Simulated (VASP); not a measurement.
Here is a VASP 6.6.1 calculation.

INCAR

```
ALGO = Normal
EDIFF = 1E-6
ENCUT = 520
GGA = PS
ISIF = 2
ISMEAR = -1
LASPH = True
LCHARG = False
LREAL = False
LWAVE = False
NBANDS = 18
NELM = 100
PREC = Accurate
SIGMA = 0.05
```

KPOINTS

```
k-points
0
Gamma
  9 9 9
```

File POSCAR:

```
ZnCu
1.0
    2.8497986443      0.0000000000      0.0000000000
    0.0000000000      2.8497986443      0.0000000000
    0.0000000000      0.0000000000      2.8497986443
Zn Cu
1 1
Direct
    0.5000000000      0.5000000000      0.5000000000
    0.0000000000      0.0000000000      0.0000000000
```

Potentials or basis: VASP PAW PBE potentials, release 64 (Zn, Cu).

Launch:

```console
$ cat potpaw_PBE.64/Zn/POTCAR potpaw_PBE.64/Cu/POTCAR > POTCAR
$ mpirun -np 1 vasp_std > vasp.out
```

**Question.** Predict the pressure.

**Answer.** 10.8 GPa.

Caveat: the PAW data sets were made with another functional, which shifts forces and pressure a little.
